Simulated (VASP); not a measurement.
# SnSe (Pm-3m) in VASP: a series of runs, part 2 of 3

VASP 6.6.1.

## 3. Single point, PBE+D3(BJ) (volume scaled by 0.760)

Contents of INCAR:

```
  PREC = Accurate
  ENCUT = 520
  EDIFF = 1E-6
  ISMEAR = 0
  SIGMA = 0.05
  LREAL = False
  LASPH = True
  NELM = 80
  ALGO = Normal
  ISIF = 2
  LWAVE = False
  LCHARG = True
  GGA = PE
  IVDW = 12
  LELF = True
  LVHAR = True
  NBANDS = 17
```

Contents of KPOINTS:

```
Automatic mesh
0
Gamma
  10 10 10
```

Contents of POSCAR:

```
SnSe
1.0
    3.3007408740      0.0000000000      0.0000000000
    0.0000000000      3.3007408740      0.0000000000
    0.0000000000      0.0000000000      3.3007408740
Se Sn
1 1
Direct
    0.0000000000      0.0000000000      0.0000000000
    0.5000000000      0.5000000000      0.5000000000
```

Potentials or basis: VASP PAW PBE potentials, release 64 (Se, Sn_d).

Command:

```
cat potpaw_PBE.64/Se/POTCAR potpaw_PBE.64/Sn_d/POTCAR > POTCAR
mpirun -np 1 vasp_std > vasp.out
```

OUTCAR:

```text
PREC = Accurate
   ENCUT = 520
   EDIFF = 1E-6
   ISMEAR = 0
   LREAL = False
   LASPH = True
   NELM = 80
   ISIF = 2
   GGA = PE
   IVDW = 12
 IVDW          = 12

 ion  position               nearest neighbor table
   1  0.000  0.000  0.000-   2 2.86   2 2.86   2 2.86   2 2.86   2 2.86   2 2.86   2 2.86   2 2.86

   2  0.500  0.500  0.500-   1 2.86   1 2.86   1 2.86   1 2.86   1 2.86   1 2.86   1 2.86   1 2.86

  LATTYP: Found a simple cubic cell.
 ALAT       =     3.3007408740

  Lattice vectors:

 A1 = (   3.3007408740,   0.0000000000,   0.0000000000)
 A2 = (   0.0000000000,   3.3007408740,   0.0000000000)
 A3 = (   0.0000000000,   0.0000000000,   3.3007408740)

Analysis of symmetry for initial positions (statically):
=====================================================================
 Subroutine PRICEL returns:
 Original cell was already a primitive cell.

 Routine SETGRP: Setting up the symmetry group for a
 simple cubic supercell.

 Subroutine GETGRP returns: Found 48 space group operations
 (whereof 48 operations were pure point group operations)
 out of a pool of 48 trial point group operations.

The static configuration has the point symmetry O_h .

Analysis of symmetry for dynamics (positions and initial velocities):
=====================================================================
 Subroutine PRICEL returns:
 Original cell was already a primitive cell.

 Routine SETGRP: Setting up the symmetry group for a
 simple cubic supercell.

 Subroutine GETGRP returns: Found 48 space group operations
 (whereof 48 operations were pure point group operations)
 out of a pool of 48 trial point group operations.

The dynamic configuration has the point symmetry O_h .

 Subroutine INISYM returns: Found 48 space group operations
 (whereof 48 operations are pure point group operations),
 and found     1 'primitive' translations

----------------------------------------------------------------------------------------

                                     Primitive cell

[... 111 lines left out ...]
  volume/ion in A,a.u.               =      17.98       121.34
  Fermi-wavevector in a.u.,A,eV,Ry     =   1.346294  2.544128 24.660680  1.812509
  Thomas-Fermi vector in A             =   2.474138
   LORBIT       =      0    0 simple, 1 ext, 2 COOP (PROOUT), +10 PAW based schemes
   GGA     = PE    functional components
   LHFCALC =     F    Hartree Fock is set to
   AEXX    =    0.0000 exact exchange contribution
   IVDW    =    12    specifies the selected vdW correction
   LEPSILON=     F    determine dielectric tensor
   LRPA    =     F    only Hartree local field effects (RPA)
 non-spin polarized calculation
 Gauss-broadening in eV      SIGMA  =   0.05
  energy-cutoff  :      520.00
  volume of cell :       35.96
 maximum number of plane-waves:       992
 NGX is ok and might be reduce to    28
   NGX = 13   NGY = 13   NGZ = 13

 number of electron      20.0000004 magnetization

 Free energy of the ion-electron system (eV)
  ---------------------------------------------------
  ext. energy  EPLUGINS =         0.00000000
  ---------------------------------------------------
  free energy    TOTEN  =        -6.64381892 eV

  energy without entropy =       -6.64142080  energy(sigma->0) =       -6.64261986

 E-fermi :  10.9926     XC(G=0): -11.7802

 val. band max:       10.9405120960   @ k =   0.2000   0.2000   0.0000
 cond. band min:      10.9977178218   @ k =   0.3000   0.2000   0.0000
 fundamental gap:      0.0572057257
 Fermi energy:        10.9926165922

 k-point     1 :       0.0000    0.0000    0.0000
  band No.  band energies     occupation
      1     -11.1933      2.00000
      2     -11.1933      2.00000
      3     -10.9868      2.00000
      4     -10.9868      2.00000
      5     -10.9868      2.00000
      6      -5.8693      2.00000
[... 457 lines left out ...]
      4     -11.0396      2.00000
      5     -10.9954      2.00000
      6      -4.6463      2.00000
[... 9 lines left out ...]
     16      21.7501      0.00000
     17      22.0691      0.00000

 [... further k-points ...]

------------------------ aborting loop because EDIFF is reached ----------------------------------------

 Edisp (eV)   -1.06830

 E8    (eV) :    -0.4761

  FORCE on cell =-STRESS in cart. coord.  units (eV):
  Direction    XX          YY          ZZ          XY          YZ          ZX
  --------------------------------------------------------------------------------------
  -------------------------------------------------------------------------------------
  Total       6.50309     6.50309     6.50309    -0.00000    -0.00000     0.00000
  in kB     289.73162   289.73162   289.73162    -0.00000    -0.00000     0.00000
  external pressure =      289.73 kB  Pullay stress =        0.00 kB

 VOLUME and BASIS-vectors are now :
 -----------------------------------------------------------------------------
  energy-cutoff  :      520.00
  volume of cell :       35.96
      direct lattice vectors                 reciprocal lattice vectors
     3.300740874  0.000000000  0.000000000     0.302962286  0.000000000  0.000000000
     0.000000000  3.300740874  0.000000000     0.000000000  0.302962286  0.000000000
     0.000000000  0.000000000  3.300740874     0.000000000  0.000000000  0.302962286

 POSITION                                       TOTAL-FORCE (eV/Angst)
 -----------------------------------------------------------------------------------
      0.00000      0.00000      0.00000         0.000000      0.000000      0.000000
      1.65037      1.65037      1.65037         0.000000      0.000000      0.000000
 -----------------------------------------------------------------------------------
    total drift:                                0.000000      0.000000      0.000000

  FREE ENERGIE OF THE ION-ELECTRON SYSTEM (eV)
  ---------------------------------------------------
  free  energy   TOTEN  =        -7.7121173541 eV

  energy  without entropy=       -7.7097192412  energy(sigma->0) =       -7.71091830
```

stdout:

```text
POSCAR found type information on POSCAR SeSn
 POSCAR found :  2 types and       2 ions
 scaLAPACK will be used
 LDA part: xc-table for (Slater+PW92), standard interpolation
 POSCAR, INCAR and KPOINTS ok, starting setup
 FFT: planning ... GRIDC
 FFT: planning ... GRID_SOFT
 FFT: planning ... GRID
 WAVECAR not read
 entering main loop
```

Run time: 31 s. Hardware: 1 thread of AMD EPYC 7R43 (Zen 3), shared host; peak memory 0.15 GiB.

What came out:

```
Free energy                : -7.7121 eV
Pressure                   : 29.0 GPa
Band gap on the k mesh     : zero (band 10 reaches 11.69 eV, above the bottom of band 11 at 8.27 eV)
Dispersion energy per atom : -0.534 eV
```

Levels at points of the mesh, in eV from the Fermi level:
```tsv
k point	band 7	band 8	band 9	band 10	band 11	band 12	band 13	band 14
(0.00, 0.00, 0.00)	-5.01	-3.29	-3.29	-3.29	3.22	3.22	8.38	8.38
(0.50, 0.00, 0.00)	-10.99	-1.30	-1.30	0.05	1.50	3.08	3.08	5.05
(0.50, 0.50, 0.00)	-7.77	-7.77	-7.02	-0.73	4.90	4.90	6.07	6.68
(0.50, 0.50, 0.50)	-4.94	-4.94	-4.94	-3.98	-2.73	-2.73	-2.73	17.65
```

Caveat: spin-orbit coupling is left out, which moves the levels of the heavy elements; pairwise dispersion overbinds metals, which lowers pressure and volume.

## 4. Single point, PBE+D3(BJ) (volume scaled by 0.800)

Contents of INCAR:

```
ALGO     = Normal         # electronic algorithm
EDIFF    = 1E-6           # SCF threshold, eV
ENCUT    = 520            # plane-wave cutoff, eV
GGA      = PE             # functional
ISIF     = 2              # what is computed and relaxed
ISMEAR   = 0              # smearing method
IVDW     = 12             # dispersion correction
LASPH    = T              # aspherical terms in the spheres
LCHARG   = F              # write CHGCAR
LREAL    = F              # projectors in reciprocal space
LWAVE    = F              # write WAVECAR
NBANDS   = 17             # bands
NELM     = 60             # most SCF steps
PREC     = Accurate       # precision mode
SIGMA    = 0.05           # smearing width, eV
```

Contents of KPOINTS:

```
k-points
0
Gamma
  10 10 10
```

Contents of POSCAR:

```
SnSe
1.0
    3.3576613853      0.0000000000      0.0000000000
    0.0000000000      3.3576613853      0.0000000000
    0.0000000000      0.0000000000      3.3576613853
Se Sn
1 1
Direct
    0.0000000000      0.0000000000      0.0000000000
    0.5000000000      0.5000000000      0.5000000000
```

Potentials or basis: VASP PAW PBE potentials, release 64 (Se, Sn_d).

Command:

```
cat potpaw_PBE.64/Se/POTCAR potpaw_PBE.64/Sn_d/POTCAR > POTCAR
mpirun -np 1 vasp_std > vasp.out
```

OUTCAR:

```text
EDIFF = 1E-6
   ENCUT = 520
   GGA = PE
   ISIF = 2
   ISMEAR = 0
   IVDW = 12
   LASPH = T
   LREAL = F
   NELM = 60
   PREC = Accurate
 IVDW          = 12

 ion  position               nearest neighbor table
   1  0.000  0.000  0.000-   2 2.91   2 2.91   2 2.91   2 2.91   2 2.91   2 2.91   2 2.91   2 2.91

   2  0.500  0.500  0.500-   1 2.91   1 2.91   1 2.91   1 2.91   1 2.91   1 2.91   1 2.91   1 2.91

  LATTYP: Found a simple cubic cell.
 ALAT       =     3.3576613853

[... 670 lines left out ...]
------------------------ aborting loop because EDIFF is reached ----------------------------------------

 Edisp (eV)   -1.01368

 E8    (eV) :    -0.4518

  FORCE on cell =-STRESS in cart. coord.  units (eV):
  Direction    XX          YY          ZZ          XY          YZ          ZX
  --------------------------------------------------------------------------------------
  -------------------------------------------------------------------------------------
  Total       4.89255     4.89255     4.89255    -0.00000    -0.00000     0.00000
  in kB     207.07848   207.07848   207.07848    -0.00000    -0.00000     0.00000
  external pressure =      207.08 kB  Pullay stress =        0.00 kB

 VOLUME and BASIS-vectors are now :
 -----------------------------------------------------------------------------
  energy-cutoff  :      520.00
  volume of cell :       37.85
      direct lattice vectors                 reciprocal lattice vectors
     3.357661385  0.000000000  0.000000000     0.297826340  0.000000000  0.000000000
     0.000000000  3.357661385  0.000000000     0.000000000  0.297826340  0.000000000
     0.000000000  0.000000000  3.357661385     0.000000000  0.000000000  0.297826340

 POSITION                                       TOTAL-FORCE (eV/Angst)
 -----------------------------------------------------------------------------------
      0.00000      0.00000      0.00000         0.000000      0.000000      0.000000
      1.67883      1.67883      1.67883         0.000000      0.000000      0.000000
 -----------------------------------------------------------------------------------
    total drift:                                0.000000      0.000000      0.000000

  FREE ENERGIE OF THE ION-ELECTRON SYSTEM (eV)
  ---------------------------------------------------
  free  energy   TOTEN  =        -8.0050736839 eV

  energy  without entropy=       -8.0032848247  energy(sigma->0) =       -8.00417925
```

stdout:

```text
POSCAR found type information on POSCAR SeSn
 POSCAR found :  2 types and       2 ions
 scaLAPACK will be used
 LDA part: xc-table for (Slater+PW92), standard interpolation
 POSCAR, INCAR and KPOINTS ok, starting setup
 FFT: planning ... GRIDC
 FFT: planning ... GRID_SOFT
 FFT: planning ... GRID
 WAVECAR not read
 entering main loop
```

Wall time 29 s (1 thread of AMD EPYC 7R43 (Zen 3), shared host); peak memory 0.16 GiB.

Results:

- Free energy: -8.0051 eV
- Pressure: 20.7 GPa
- Band gap on the k mesh: zero (band 10 reaches 10.72 eV, above the bottom of band 11 at 7.72 eV)
- Dispersion energy per atom: -0.507 eV

Levels at points of the mesh, in eV from the Fermi level:
```
           k point  band 7  band 8  band 9  band 10  band 11  band 12  band 13  band 14
(0.00, 0.00, 0.00)   -5.15   -3.02   -3.02    -3.02     3.45     3.45     7.98     7.98
(0.50, 0.00, 0.00)  -10.48   -1.18   -1.18     0.02     1.30     3.13     3.13     5.32
(0.50, 0.50, 0.00)   -7.25   -7.25   -6.80    -0.63     4.80     4.80     5.87     6.66
(0.50, 0.50, 0.50)   -4.59   -4.59   -4.59    -4.04    -2.40    -2.40    -2.40    17.01
```

Caveat: spin-orbit coupling is left out, which moves the levels of the heavy elements; pairwise dispersion overbinds metals, which lowers pressure and volume.

## 5. Single point, PBE+D3(BJ) (volume scaled by 0.840)

Contents of INCAR:

```
SYSTEM = SnSe
  ALGO = Normal
  EDIFF = 1E-6
  ENCUT = 520
  GGA = PE
  ISIF = 2
  ISMEAR = 0
  IVDW = 12
  LASPH = .TRUE.
  LCHARG = .FALSE.
  LREAL = .FALSE.
  LWAVE = .FALSE.
  NBANDS = 17
  NELM = 80
  PREC = Accurate
  SIGMA = 0.05
```

Contents of KPOINTS:

```
k-points
0
G
  10 10 10
  0 0 0
```

Contents of POSCAR:

```
SnSe
1.0
    3.4127147994      0.0000000000      0.0000000000
    0.0000000000      3.4127147994      0.0000000000
    0.0000000000      0.0000000000      3.4127147994
Se Sn
1 1
Direct
    0.0000000000      0.0000000000      0.0000000000
    0.5000000000      0.5000000000      0.5000000000
```

Potentials or basis: VASP PAW PBE potentials, release 64 (Se, Sn_d).

Command:

```
cat potpaw_PBE.64/Se/POTCAR potpaw_PBE.64/Sn_d/POTCAR > POTCAR
mpirun -np 1 vasp_std > vasp.out
```

OUTCAR:

```text
SYSTEM = SnSe
   EDIFF = 1E-6
   ENCUT = 520
   GGA = PE
   ISIF = 2
   ISMEAR = 0
   IVDW = 12
   LASPH = .TRUE.
   LREAL = .FALSE.
   NELM = 80
   PREC = Accurate
 IVDW          = 12

 ion  position               nearest neighbor table
   1  0.000  0.000  0.000-   2 2.96   2 2.96   2 2.96   2 2.96   2 2.96   2 2.96   2 2.96   2 2.96

   2  0.500  0.500  0.500-   1 2.96   1 2.96   1 2.96   1 2.96   1 2.96   1 2.96   1 2.96   1 2.96

  LATTYP: Found a simple cubic cell.
 ALAT       =     3.4127147994

  Lattice vectors:

 A1 = (   3.4127147994,   0.0000000000,   0.0000000000)
 A2 = (   0.0000000000,   3.4127147994,   0.0000000000)
 A3 = (   0.0000000000,   0.0000000000,   3.4127147994)

Analysis of symmetry for initial positions (statically):
=====================================================================
 Subroutine PRICEL returns:
 Original cell was already a primitive cell.

 Routine SETGRP: Setting up the symmetry group for a
 simple cubic supercell.

 Subroutine GETGRP returns: Found 48 space group operations
 (whereof 48 operations were pure point group operations)
 out of a pool of 48 trial point group operations.

The static configuration has the point symmetry O_h .

Analysis of symmetry for dynamics (positions and initial velocities):
=====================================================================
 Subroutine PRICEL returns:
 Original cell was already a primitive cell.

 Routine SETGRP: Setting up the symmetry group for a
 simple cubic supercell.

 Subroutine GETGRP returns: Found 48 space group operations
 (whereof 48 operations were pure point group operations)
 out of a pool of 48 trial point group operations.

The dynamic configuration has the point symmetry O_h .

 Subroutine INISYM returns: Found 48 space group operations
 (whereof 48 operations are pure point group operations),
 and found     1 'primitive' translations

----------------------------------------------------------------------------------------
[... 113 lines left out ...]
     AMIX_MAG =   1.60;   BMIX_MAG =  1.00
  volume/ion in A,a.u.               =      19.87       134.11
  Fermi-wavevector in a.u.,A,eV,Ry     =   1.302121  2.460653 23.068955  1.695520
  Thomas-Fermi vector in A             =   2.433210
   LORBIT       =      0    0 simple, 1 ext, 2 COOP (PROOUT), +10 PAW based schemes
   GGA     = PE    functional components
   LHFCALC =     F    Hartree Fock is set to
   AEXX    =    0.0000 exact exchange contribution
   IVDW    =    12    specifies the selected vdW correction
   LEPSILON=     F    determine dielectric tensor
   LRPA    =     F    only Hartree local field effects (RPA)
 non-spin polarized calculation
 Gauss-broadening in eV      SIGMA  =   0.05
  energy-cutoff  :      520.00
  volume of cell :       39.75
 maximum number of plane-waves:      1108
 NGX is ok and might be reduce to    28
   NGX = 13   NGY = 13   NGZ = 13

 number of electron      19.9999997 magnetization

 Free energy of the ion-electron system (eV)
  ---------------------------------------------------
  ext. energy  EPLUGINS =         0.00000000
  ---------------------------------------------------
  free energy    TOTEN  =        -7.24703724 eV

  energy without entropy =       -7.24479058  energy(sigma->0) =       -7.24591391

 E-fermi :   9.3289     XC(G=0): -11.2731

 val. band max:        9.3183523324   @ k =   0.5000   0.0000   0.0000
 cond. band min:       9.3346152513   @ k =   0.5000   0.4000   0.4000
 fundamental gap:      0.0162629189
 Fermi energy:         9.3288879271

 k-point     1 :       0.0000    0.0000    0.0000
  band No.  band energies     occupation
      1     -12.5621      2.00000
      2     -12.5621      2.00000
      3     -12.4116      2.00000
      4     -12.4116      2.00000
      5     -12.4116      2.00000
      6      -6.3893      2.00000
[... 457 lines left out ...]
      4     -12.4475      2.00000
      5     -12.4176      2.00000
      6      -5.3395      2.00000
[... 9 lines left out ...]
     16      19.9407      0.00000
     17      20.1388      0.00000

 [... further k-points ...]

------------------------ aborting loop because EDIFF is reached ----------------------------------------

 Edisp (eV)   -0.96466

 E8    (eV) :    -0.4300

  FORCE on cell =-STRESS in cart. coord.  units (eV):
  Direction    XX          YY          ZZ          XY          YZ          ZX
  --------------------------------------------------------------------------------------
  -------------------------------------------------------------------------------------
  Total       3.56498     3.56498     3.56498    -0.00000    -0.00000    -0.00000
  in kB     143.70343   143.70343   143.70343    -0.00000    -0.00000    -0.00000
  external pressure =      143.70 kB  Pullay stress =        0.00 kB

 VOLUME and BASIS-vectors are now :
 -----------------------------------------------------------------------------
  energy-cutoff  :      520.00
  volume of cell :       39.75
      direct lattice vectors                 reciprocal lattice vectors
     3.412714799  0.000000000  0.000000000     0.293021849  0.000000000  0.000000000
     0.000000000  3.412714799  0.000000000     0.000000000  0.293021849  0.000000000
     0.000000000  0.000000000  3.412714799     0.000000000  0.000000000  0.293021849

 POSITION                                       TOTAL-FORCE (eV/Angst)
 -----------------------------------------------------------------------------------
      0.00000      0.00000      0.00000         0.000000      0.000000      0.000000
      1.70636      1.70636      1.70636         0.000000      0.000000      0.000000
 -----------------------------------------------------------------------------------
    total drift:                                0.000000      0.000000      0.000000

  FREE ENERGIE OF THE ION-ELECTRON SYSTEM (eV)
  ---------------------------------------------------
  free  energy   TOTEN  =        -8.2116960149 eV

  energy  without entropy=       -8.2094493534  energy(sigma->0) =       -8.21057268
```

stdout:

```text
POSCAR found type information on POSCAR SeSn
 POSCAR found :  2 types and       2 ions
 scaLAPACK will be used
 LDA part: xc-table for (Slater+PW92), standard interpolation
 POSCAR, INCAR and KPOINTS ok, starting setup
 FFT: planning ... GRIDC
 FFT: planning ... GRID_SOFT
 FFT: planning ... GRID
 WAVECAR not read
 entering main loop
```

Run time: 33 s. Hardware: 1 thread of AMD EPYC 7R43 (Zen 3), shared host; peak memory 0.16 GiB.

What came out:

```yaml
Free_energy: -8.2117 eV
Pressure: 14.4 GPa
Band_gap_on_the_k_mesh: zero (band 10 reaches 9.85 eV, above the bottom of band 11 at 7.22 eV)
Dispersion_energy_per_atom: -0.482 eV
```

Caveat: spin-orbit coupling is left out, which moves the levels of the heavy elements; pairwise dispersion overbinds metals, which lowers pressure and volume.

(Part 2 of 3 ends here.)
